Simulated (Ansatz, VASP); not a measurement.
**Sc: VASP beside Ansatz**

INCAR

```
PREC     = Accurate       # precision mode
ENCUT    = 520            # plane-wave cutoff, eV
EDIFF    = 1E-7           # SCF threshold, eV
ISMEAR   = -1             # smearing method
SIGMA    = 0.05           # smearing width, eV
LREAL    = False          # projectors in reciprocal space
LASPH    = True           # aspherical terms in the spheres
NELM     = 80             # most SCF steps
ALGO     = Normal         # electronic algorithm
ISIF     = 2              # what is computed and relaxed
LWAVE    = False          # write WAVECAR
LCHARG   = True           # write CHGCAR
GGA      = PE             # functional
LELF     = True           # ELF
LVHAR    = True         
NBANDS   = 12             # bands
```

Contents of KPOINTS:

```
Automatic mesh
0
Gamma
  10 10 10
```

File POSCAR:

```
Sc
1.0
   -1.9299025810      1.9299025810      1.7289781858
    1.9299025810     -1.9299025810      1.7289781858
    1.9299025810      1.9299025810     -1.7289781858
Sc
1
Direct
    0.0000000000      0.0000000000      0.0000000000
```

File input.yaml:

```yaml
crystal:
  lattice:
    - [-1.929902581, 1.929902581, 1.7289781858]
    - [1.929902581, -1.929902581, 1.7289781858]
    - [1.929902581, 1.929902581, -1.7289781858]
  atoms:
    - { symbol: Sc, position: [0.0, 0.0, 0.0] }
kpoints:
  mp_grid: { grid: [10, 10, 10] }
scf:
  occupations: { method: fermi_dirac, width: 0.05 }
hamiltonian:
  xc: pbe
  pseudopotentials: { kind: all_electron, lapw: { basis_error: 0.0005 } }
output:
  forces: true
  stress: true
  eigenvalues: true
```

Change from the starting cell: volume scaled by 1.02.

Alike in both runs: task single point; functional PBE; k mesh 10 × 10 × 10; occupations fermi-dirac, width 0.05 eV; no spin polarisation.

|  | VASP | Ansatz |
| --- | --- | --- |
| version | VASP 6.6.1 | Ansatz 0.2.0 |
| potentials or method | VASP PAW PBE potentials, release 64 (Sc_sv), cutoff 520 eV | all-electron LAPW, scalar-relativistic |

|  | VASP | Ansatz | Ansatz less VASP |
| --- | --- | --- | --- |
| gap on the k mesh at the Fermi level (eV) | none | none | - |
| pressure (GPa) | -1.7 | -1.7 | -0.03 |
| traceless stress, the component that is largest in VASP (GPa) | 0.70 | 0.70 | +0.003 |

A gap of «none» marks a metal or a gap that the smearing closes. Ansatz ran all-electron here, and VASP with PAW potentials.
